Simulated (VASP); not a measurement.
# Br (I4_1/amd) in VASP: single point with PBE

Aim: the single point of Br with PBE.

All numbers are computed with VASP 6.6.1; they aren't measurements. Logs are shortened: lines on timing, memory, paths and dates and some standing lists are left out, and cuts for length are marked.

**1. The cell of the first run**

The structure is tetragonal, space group I4_1/amd (No. 141). Conventional cell: a = 5.698 Å, b = 5.698 Å, c = 3.875 Å, α = 90.00°, β = 90.00°, γ = 90.00°. Within 4.1 Å of Br (site symmetry -4m2) lie 10 Br at 3.01 to 4.07 Å.

**2. Single point, PBE**

Input file INCAR:

```
PREC     = Accurate       # precision mode
ENCUT    = 520            # plane-wave cutoff, eV
EDIFF    = 1E-6           # SCF threshold, eV
ISMEAR   = 0              # smearing method
SIGMA    = 0.1            # smearing width, eV
LREAL    = False          # projectors in reciprocal space
LASPH    = True           # aspherical terms in the spheres
NELM     = 80             # most SCF steps
ALGO     = Normal         # electronic algorithm
ISIF     = 2              # what is computed and relaxed
LWAVE    = False          # write WAVECAR
LCHARG   = False          # write CHGCAR
GGA      = PE             # functional
NBANDS   = 14             # bands
```

Input file KPOINTS:

```
Automatic mesh
0
Gamma
  18 18 18
```

Input file POSCAR:

```
Br
1.0
   -2.8489321019      2.8489321019      1.9372875844
    2.8489321019     -2.8489321019      1.9372875844
    2.8489321019      2.8489321019     -1.9372875844
Br
2
Direct
    0.0000000000      0.0000000000      0.0000000000
    0.7500000000      0.2500000000      0.5000000000
```

Potentials or basis: VASP PAW PBE potentials, release 64 (Br).

Started as:

```sh
> cat potpaw_PBE.64/Br/POTCAR > POTCAR
> mpirun -np 1 vasp_std > vasp.out
```

OUTCAR:

```text
PREC = Accurate
   ENCUT = 520
   EDIFF = 1E-6
   ISMEAR = 0
   LREAL = False
   LASPH = True
   NELM = 80
   ISIF = 2
   GGA = PE

 ion  position               nearest neighbor table
   1  0.000  0.000  0.000-
   2  0.750  0.250  0.500-

  LATTYP: Found a body centered tetragonal cell.
 ALAT       =     5.6978642038
 C/A-ratio  =     0.6800048282

  Lattice vectors:

 A1 = (  -2.8489321019,   2.8489321019,   1.9372875844)
 A2 = (   2.8489321019,  -2.8489321019,   1.9372875844)
 A3 = (   2.8489321019,   2.8489321019,  -1.9372875844)

Analysis of symmetry for initial positions (statically):
=====================================================================
 Subroutine PRICEL returns:
 Original cell was already a primitive cell.

 Routine SETGRP: Setting up the symmetry group for a
 body centered tetragonal supercell.

 Subroutine GETGRP returns: Found 16 space group operations
 (whereof  8 operations were pure point group operations)
 out of a pool of 16 trial point group operations.

The static configuration has the point symmetry D_2d.
 The point group associated with its full space group is D_4h.

Analysis of symmetry for dynamics (positions and initial velocities):
=====================================================================
 Subroutine PRICEL returns:
 Original cell was already a primitive cell.

 Routine SETGRP: Setting up the symmetry group for a
 body centered tetragonal supercell.

 Subroutine GETGRP returns: Found 16 space group operations
 (whereof  8 operations were pure point group operations)
 out of a pool of 16 trial point group operations.

The dynamic configuration has the point symmetry D_2d.
 The point group associated with its full space group is D_4h.

 Subroutine INISYM returns: Found 16 space group operations
 (whereof  8 operations are pure point group operations),
 and found     1 'primitive' translations

----------------------------------------------------------------------------------------

                                     Primitive cell

  volume of cell :      62.8953

  direct lattice vectors                    reciprocal lattice vectors
    -2.848932102  2.848932102  1.937287584     0.000000000  0.175504358  0.258092812
     2.848932102 -2.848932102  1.937287584     0.175504358  0.000000000  0.258092812
     2.848932102  2.848932102 -1.937287584     0.175504358  0.175504358  0.000000000

  length of vectors
     4.470560527  4.470560527  4.470560527     0.312111646  0.312111646  0.248200644

  position of ions in fractional coordinates (direct lattice)
     0.000000000  0.000000000  0.000000000
     0.750000000  0.250000000  0.500000000

  ion indices of the primitive-cell ions
   primitive index   ion index
                 1           1
                 2           2

----------------------------------------------------------------------------------------

 KPOINTS: Automatic mesh

Automatic generation of k-mesh.
 Grid dimensions read from file:
 generate k-points for:   18   18   18

 Generating k-lattice:

  Cartesian coordinates                     Fractional coordinates (reciprocal lattice)
     0.000000000  0.009750242  0.014338490     0.055555556 -0.000000000  0.000000000
     0.009750242  0.000000000  0.014338490    -0.000000000  0.055555556  0.000000000
     0.009750242  0.009750242  0.000000000     0.000000000  0.000000000  0.055555556

  Length of vectors
     0.017339536  0.017339536  0.013788925

  Shift w.r.t. Gamma in fractional coordinates (k-lattice)
     0.000000000  0.000000000  0.000000000

 Subroutine IBZKPT returns following result:
 ===========================================

 Found    480 irreducible k-points:

 Following reciprocal coordinates:
            Coordinates               Weight
  0.000000  0.000000  0.000000      1.000000
  0.055556 -0.000000  0.000000      8.000000
  0.111111 -0.000000  0.000000      8.000000
  0.166667 -0.000000  0.000000      8.000000
  0.222222 -0.000000  0.000000      8.000000
  0.277778  0.000000  0.000000      8.000000
[... 16 lines left out ...]
 -0.277778  0.055556 -0.000000     16.000000
 -0.222222  0.055556  0.000000     16.000000
 [... further k-points ...]
   k-points           NKPTS =    480   k-points in BZ     NKDIM =    480   number of bands    NBANDS=     14
   number of dos      NEDOS =    301   number of ions     NIONS =      2
   total plane-waves  NPLWV =  46656
   dimension x,y,z NGX =    36 NGY =   36 NGZ =   36
   dimension x,y,z NGXF=    72 NGYF=   72 NGZF=   72
   ions per type =               2
   NGX,Y,Z   is equivalent  to a cutoff of  13.39, 13.39, 13.39 a.u.
   NGXF,Y,Z  is equivalent  to a cutoff of  26.77, 26.77, 26.77 a.u.
 SYSTEM =  unknown system
   PREC   = accura    normal or accurate (medium, high low for compatibility)
   ISTART =      0    job   : 0-new  1-cont  2-samecut
   ICHARG =      2    charge: 1-file 2-atom 10-const
   ISPIN  =      1    spin polarized calculation?
   LNONCOLLINEAR =      F non collinear calculations
   LSORBIT =      F    spin-orbit coupling
   LASPH  =      T    aspherical Exc in radial PAW
   ENCUT  =  520.0 eV  38.22 Ry    6.18 a.u.   8.31  8.31  8.31*2*pi/ulx,y,z
   NELM   =     80;   NELMIN=  2; NELMDL= -5     # of ELM steps
   EDIFF  = 0.1E-05   stopping-criterion for ELM
   LREAL  =      F    real-space projection
   EDIFFG = 0.1E-04   stopping-criterion for IOM
   NSW    =      0    number of steps for IOM
   IBRION =     -1    ionic relax: 0-MD 1-quasi-New 2-CG
   NFREE  =      0    steps in history (QN), initial steepest desc. (CG)
   ISIF   =      2    stress and relaxation
   ISYM   =      2    0-nonsym 1-usesym 2-fastsym
   POTIM  = 0.5000    time-step for ionic-motion
   TEBEG  =    0.0;   TEEND  =   0.0 temperature during run
   PSTRESS=    0.0 pullay stress
   NELECT =      14.0000    total number of electrons
   NUPDOWN=      -1.0000    fix difference up-down
   EMIN   =  10.00;   EMAX   =-10.00  energy-range for DOS
   EFERMI =   0.00;   METHOD = LEGACY
   ISMEAR =     0;   SIGMA  =   0.10  broadening in eV -4-tet -1-fermi 0-gaus
   EFERMI_NEDOS =   21; number of points for ismear=-14 and -15
   IALGO  =     38    algorithm
   IMIX   =      4    mixing-type and parameters
     AMIX     =   0.40;   BMIX     =  1.00
     AMIX_MAG =   1.60;   BMIX_MAG =  1.00
  volume/ion in A,a.u.               =      31.45       212.22
  Fermi-wavevector in a.u.,A,eV,Ry     =   0.992152  1.874895 13.393099  0.984365
  Thomas-Fermi vector in A             =   2.123943
   LORBIT       =      0    0 simple, 1 ext, 2 COOP (PROOUT), +10 PAW based schemes
   GGA     = PE    functional components
   LHFCALC =     F    Hartree Fock is set to
   AEXX    =    0.0000 exact exchange contribution
   IVDW    =     0    specifies the selected vdW correction
   LEPSILON=     F    determine dielectric tensor
   LRPA    =     F    only Hartree local field effects (RPA)
 non-spin polarized calculation
 Gauss-broadening in eV      SIGMA  =   0.10
  energy-cutoff  :      520.00
  volume of cell :       62.90
 maximum number of plane-waves:      1713
 NGX is ok and might be reduce to    36
   NGX = 17   NGY = 17   NGZ = 17

 number of electron      13.9999999 magnetization

 Free energy of the ion-electron system (eV)
  ---------------------------------------------------
  ext. energy  EPLUGINS =         0.00000000
  ---------------------------------------------------
  free energy    TOTEN  =        -2.30732162 eV

  energy without entropy =       -2.28544693  energy(sigma->0) =       -2.29638428

 E-fermi :   0.5920     XC(G=0):  -8.3328

 val. band max:        0.5908610096   @ k =   0.3333   0.1667   0.1111
 cond. band min:       0.5926649490   @ k =  -0.1111  -0.3333   0.1111
 fundamental gap:      0.0018039394
 Fermi energy:         0.5920165232

 k-point     1 :       0.0000    0.0000    0.0000
  band No.  band energies     occupation
      1     -14.8097      2.00000
      2     -12.5774      2.00000
      3      -2.8875      2.00000
      4      -2.8875      2.00000
      5      -0.5166      2.00000
      6      -0.4090      2.00000
      7       0.7448      0.03069
      8       0.7448      0.03069
      9       6.6802      0.00000
     10       6.8008      0.00000
     11      10.0175      0.00000
     12      11.4157      0.00000
     13      11.6732      0.00000
     14      11.6732      0.00000

 k-point     2 :       0.0556   -0.0000    0.0000
  band No.  band energies     occupation
      1     -14.7932      2.00000
      2     -12.5899      2.00000
      3      -2.8965      2.00000
      4      -2.8596      2.00000
      5      -0.5686      2.00000
      6      -0.4769      2.00000
      7       0.7075      0.10243
      8       0.7422      0.03365
      9       6.8287      0.00000
     10       6.8582      0.00000
     11      10.0532      0.00000
     12      11.2044      0.00000
     13      11.3610      0.00000
     14      11.6175      0.00000

 k-point     3 :       0.1111   -0.0000    0.0000
  band No.  band energies     occupation
      1     -14.7445      2.00000
      2     -12.6266      2.00000
      3      -2.9220      2.00000
      4      -2.7831      2.00000
      5      -0.7433      2.00000
      6      -0.6397      2.00000
      7       0.6210      0.68150
      8       0.7339      0.04480
      9       7.0247      0.00000
     10       7.2347      0.00000
     11      10.0449      0.00000
     12      10.7877      0.00000
     13      10.8979      0.00000
     14      11.8650      0.00000

 k-point     4 :       0.1667   -0.0000    0.0000
  band No.  band energies     occupation
      1     -14.6666      2.00000
      2     -12.6850      2.00000
      3      -2.9598      2.00000
      4      -2.6810      2.00000
      5      -1.0574      2.00000
      6      -0.8030      2.00000
      7       0.5216      1.68074
      8       0.7189      0.07279
      9       7.2814      0.00000
     10       7.7999      0.00000
     11       9.7185      0.00000
     12      10.5390      0.00000
     13      10.9124      0.00000
     14      12.1849      0.00000

 k-point     5 :       0.2222   -0.0000    0.0000
  band No.  band energies     occupation
      1     -14.5645      2.00000
      2     -12.7612      2.00000
      3      -3.0041      2.00000
      4      -2.5993      2.00000
      5      -1.4135      2.00000
      6      -0.9376      2.00000
      7       0.4200      1.98502
      8       0.6969      0.13792
      9       7.5897      0.00000
     10       8.3621      0.00000
     11       9.4174      0.00000
[... 276 lines left out ...]
 k-point    22 :      -0.3333    0.0556   -0.0000
  band No.  band energies     occupation
      1     -14.3788      2.00000
      2     -12.9328      2.00000
      3      -3.1040      2.00000
      4      -2.5288      2.00000
      5      -1.8307      2.00000
      6      -0.8397      2.00000
      7       0.1379      2.00000
      8       0.7010      0.12339
      9       8.0123      0.00000
     10       8.6516      0.00000
     11       9.5861      0.00000
     12      10.6455      0.00000
     13      12.0188      0.00000
     14      12.8736      0.00000

 k-point    23 :      -0.2778    0.0556   -0.0000
  band No.  band energies     occupation
      1     -14.5028      2.00000
      2     -12.8409      2.00000
      3      -3.0537      2.00000
      4      -2.4756      2.00000
      5      -1.5586      2.00000
      6      -0.8438      2.00000
      7       0.2686      2.00000
      8       0.7261      0.05791
      9       7.7647      0.00000
     10       8.4866      0.00000
     11       9.3429      0.00000
     12      10.4836      0.00000
     13      11.3726      0.00000
     14      12.7031      0.00000

 k-point    24 :      -0.2222    0.0556    0.0000
  band No.  band energies     occupation
      1     -14.6138      2.00000
      2     -12.7560      2.00000
      3      -3.0006      2.00000
      4      -2.5506      2.00000
      5      -1.2000      2.00000
      6      -0.7570      2.00000
      7       0.3884      1.99601
      8       0.7436      0.03207
      9       7.4665      0.00000
     10       7.9665      0.00000
     11       9.5234      0.00000
     12      10.5387      0.00000
     13      10.9344      0.00000
     14      12.4424      0.00000

 [... further k-points ...]

------------------------ aborting loop because EDIFF is reached ----------------------------------------

  FORCE on cell =-STRESS in cart. coord.  units (eV):
  Direction    XX          YY          ZZ          XY          YZ          ZX
  --------------------------------------------------------------------------------------
  -------------------------------------------------------------------------------------
  Total        0.0048151      0.0048151      0.0014744      0.0000000      0.0000000      0.0000000
  in kB        0.1226593      0.1226593      0.0375588      0.0000000      0.0000000      0.0000000
  external PRESSURE =       0.0942925 kB  Pullay stress =       0.0000000 kB

 VOLUME and BASIS-vectors are now :
 -----------------------------------------------------------------------------
  energy-cutoff  :      520.00
  volume of cell :       62.90
      direct lattice vectors                 reciprocal lattice vectors
    -2.848932102  2.848932102  1.937287584     0.000000000  0.175504358  0.258092812
     2.848932102 -2.848932102  1.937287584     0.175504358  0.000000000  0.258092812
     2.848932102  2.848932102 -1.937287584     0.175504358  0.175504358  0.000000000

 POSITION                                       TOTAL-FORCE (eV/Angst)
 -----------------------------------------------------------------------------------
      0.00000      0.00000      0.00000        -0.000000      0.000000      0.000000
      0.00000      2.84893      0.96864         0.000000     -0.000000     -0.000000
 -----------------------------------------------------------------------------------
    total drift:                               -0.000000      0.000000     -0.000000

  FREE ENERGIE OF THE ION-ELECTRON SYSTEM (eV)
  ---------------------------------------------------
  free  energy   TOTEN  =        -2.3073216248 eV

  energy  without entropy=       -2.2854469293  energy(sigma->0) =       -2.29638428
```

Run time: 4.2 min. Hardware: 1 thread of Intel Xeon Platinum 8259CL at 2.50GHz (Skylake/Cascade Lake), shared host; peak memory 0.46 GiB.

Results:

| Item | Value |
| --- | --- |
| Free energy | -2.3073 eV |
| Pressure | 0.0 GPa |
| Band gap on the k mesh | zero (bands 7 and 8 overlap by 1.57 eV) |

Levels at points of the mesh, in eV from the Fermi level:
```csv
k point,band 3,band 4,band 5,band 6,band 7,band 8,band 9,band 10,band 11,band 12
"(0.00, 0.00, 0.00)",-3.48,-3.48,-1.11,-1.00,0.15,0.15,6.09,6.21,9.43,10.82
"(0.50, 0.00, 0.00)",-3.74,-3.69,-2.72,-1.26,-0.64,0.00,7.72,7.99,9.66,11.94
"(0.50, 0.50, 0.00)",-2.53,-2.53,-2.20,-2.20,-0.42,-0.42,7.61,7.61,10.39,10.39
"(0.50, 0.50, 0.50)",-4.70,-4.70,-1.26,-1.26,1.01,1.01,8.07,8.07,11.45,11.45
```
